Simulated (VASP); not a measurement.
Write the native input for VASP 6.6.1 that does the following.

| Item | Value |
| --- | --- |
| Task | single point |
| Functional | PBE |
| Potentials or basis | VASP PAW PBE potentials, release 64 (Cd, S) |
| Cutoff | 520 eV |
| k mesh | 11 × 11 × 6 |
| Occupations | fermi-dirac, width 0.08 eV |
| Spin | no spin polarisation |
| Dipole correction | no |
| Further INCAR settings | ALGO = Normal; EDIFF = 1e-06; NBANDS = 26 |

The structure of CdS (NiAs type) lies in POSCAR:

```
CdS
1.0
    3.1654100330      0.0000000000      0.0000000000
   -1.5827050165      2.7413255020      0.0000000000
    0.0000000000      0.0000000000      6.0123471007
Cd S
2 2
Direct
    0.0000000000      0.0000000000      0.0000000000
    0.0000000000      0.0000000000      0.5000000000
    0.3333333333      0.6666666667      0.2500000000
    0.6666666667      0.3333333333      0.7500000000
```

The input as run:

INCAR

```
PREC = Accurate ; ENCUT = 520
EDIFF = 1E-6 ; ISMEAR = -1
SIGMA = 0.08 ; LREAL = False
LASPH = True ; NELM = 80
ALGO = Normal ; ISIF = 2
LWAVE = False ; LCHARG = False
GGA = PE ; NBANDS = 26
```

KPOINTS

```
Automatic mesh
0
Gamma
  11 11 6
```

Potentials or basis: VASP PAW PBE potentials, release 64 (Cd, S).

Command:

```console
$ cat potpaw_PBE.64/Cd/POTCAR potpaw_PBE.64/S/POTCAR > POTCAR
$ mpirun -np 1 vasp_std > vasp.out
```

It gave:

| Property | Result |
| --- | --- |
| Pressure | 103.5 GPa |
| Band gap on the k mesh | zero (band 18 reaches 9.36 eV, above the bottom of band 19 at 9.11 eV) |

Run time: 27 s on 1 thread of Intel(R) Xeon(R) 6975P-C (Granite Rapids) (shared host), peak memory 0.22 GiB.
